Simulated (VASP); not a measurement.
Wanted: the native input for a VASP 6.6.1 run.

| Item | Value |
| --- | --- |
| Task | relaxation of cell and atoms |
| Functional | PBE |
| Potentials or basis | VASP PAW PBE potentials, release 64 (Be, Sn_d) |
| Cutoff | 600 eV |
| k mesh | 6 × 6 × 2 |
| Occupations | gaussian, width 0.1 eV |
| Spin | no spin polarisation |
| Dipole correction | no |
| Further INCAR settings | ALGO = Normal; EDIFF = 1e-07; IBRION = 2; EDIFFG = -0.04; NSW = 90; ISIF = 3 |

The structure of Be5Sn lies in POSCAR:

```
Be5Sn
1.0
    2.7144808900      0.0000000000      0.0000000000
   -1.3572404400      2.3508094100      0.0000000000
    0.0000000000      0.0000000000     11.0750068400
Be Sn
5 1
Direct
    0.0000000000      0.0000000000      0.6501677900
    0.3333333300      0.6666666700      0.8003355800
    0.3333333300      0.6666666700      0.1996644200
    0.0000000000      0.0000000000      0.3498322100
    0.6666666700      0.3333333300      0.5000000000
    0.0000000000      0.0000000000      0.0000000000
```

The input as run:

INCAR

```
PREC     = Accurate       # precision mode
ENCUT    = 600            # plane-wave cutoff, eV
EDIFF    = 1E-7           # SCF threshold, eV
ISMEAR   = 0              # smearing method
SIGMA    = 0.1            # smearing width, eV
LREAL    = F              # projectors in reciprocal space
LASPH    = T              # aspherical terms in the spheres
NELM     = 100            # most SCF steps
ALGO     = Normal         # electronic algorithm
ISIF     = 3              # what is computed and relaxed
LWAVE    = F              # write WAVECAR
LCHARG   = F              # write CHGCAR
GGA      = PE             # functional
IBRION   = 2              # ionic algorithm
NSW      = 90             # ionic steps
EDIFFG   = -0.04          # ionic threshold
```

KPOINTS

```
regular mesh
0
Gamma
  6 6 2
```

Potentials or basis: VASP PAW PBE potentials, release 64 (Be, Sn_d).

Launch:

```console
$ cat potpaw_PBE.64/Be/POTCAR potpaw_PBE.64/Sn_d/POTCAR > POTCAR
$ mpirun -np 1 vasp_std > vasp.out
```

It gave:

```json
{
  "Relaxed volume": "12.89 Å³/atom",
  "Relaxed cell": "a = 2.805 Å, b = 2.805 Å, c = 11.350 Å, α = 90.00°, β = 90.00°, γ = 120.00°",
  "Space group after relaxing (to 0.05 Å)": "P-6m2 (No. 187)",
  "Energy gained by relaxing": "45.7 meV/atom",
  "Ionic steps": "9",
  "Pressure after relaxing": "-0.4 GPa",
  "Largest force after relaxing": "0.036 eV/Å",
  "Band gap on the k mesh": "zero (band 12 reaches 8.81 eV, above the bottom of band 13 at 4.54 eV)"
}
```

Caveat: the k points lie up to 0.43 Å⁻¹ apart in the final cell; spin-orbit coupling is left out, which moves the levels of the heavy elements.

It took 95 s on 1 thread of Intel(R) Xeon(R) 6975P-C (Granite Rapids), with other jobs on the host, peak memory 0.23 GiB.
